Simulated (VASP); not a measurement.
The system is Sn2Sb.

```
Sn Sb
1.0
     1.76746    1.02044    6.84333
    -1.76746    1.02044    6.84333
     0.00000   -2.04088    6.84333
Sn Sb
2 1
Direct
  0.74840 0.74840 0.74840
  0.58490 0.58490 0.58490
  0.00000 0.00000 0.00000
```

| Item | Value |
| --- | --- |
| Program | VASP 6.6.1 |
| Task | relaxation of cell and atoms |
| Functional | PBE |
| Potentials or basis | VASP PAW PBE potentials, release 64 (Sn_d, Sb) |
| Cutoff | 600 eV |
| k mesh | 6 × 6 × 6 |
| Occupations | gaussian, width 0.1 eV |
| Spin | no spin polarisation |

At the start: pressure 35.7 GPa; volume 24.69 Å³/atom.

Where does the relaxation end?

Over 20 steps the energy falls by 1139.1 meV/atom and the volume is 30.41 Å³/atom (+23.2 %); space group R3m (No. 160, to 0.1 Å) before and after.

Step by step:
```csv
step,energy change (eV),largest force (eV/Å),pressure (GPa),volume (Å³)
1,0.0000,5.1849,35.68,74.06
2,-1.1790,0.8809,-6.73,149.98
3,-2.7986,0.0163,-1.25,104.90
4,-2.8067,0.0883,-0.71,103.52
5,-2.8093,0.1659,-0.11,102.15
6,-2.8088,0.1299,-0.37,102.77
7,-2.8700,0.0592,-0.29,102.61
8,-3.0499,0.3071,0.07,101.66
9,-3.1183,1.1013,1.83,97.51
10,-3.1466,1.0223,1.40,98.62
11,-3.1722,0.9063,0.62,99.61
12,-3.1930,0.7386,-0.57,101.31
13,-3.1942,0.6995,-0.84,101.74
14,-3.2240,0.6865,-0.85,100.94
15,-3.3057,0.5527,-0.82,98.57
16,-3.4069,0.1710,-0.47,93.91
17,-3.4167,0.0718,-0.11,91.63
18,-3.4171,0.0369,-0.19,92.04
19,-3.4170,0.0499,-0.16,91.85
20,-3.4173,0.0281,0.17,91.24
```

Final structure:
```yaml
crystal:
  lattice:
    - [2.11553, 1.22140, 5.88538]
    - [-2.11553, 1.22140, 5.88538]
    - [0.00000, -2.44280, 5.88538]
  atoms:
    - { symbol: Sn, position: [0.77310, 0.77310, 0.77310] }
    - { symbol: Sn, position: [0.55916, 0.55916, 0.55916] }
    - { symbol: Sb, position: [0.00104, 0.00104, 0.00104] }
```

Caveat: the volume moved by over 15 % at a fixed basis, so the end points are rough.
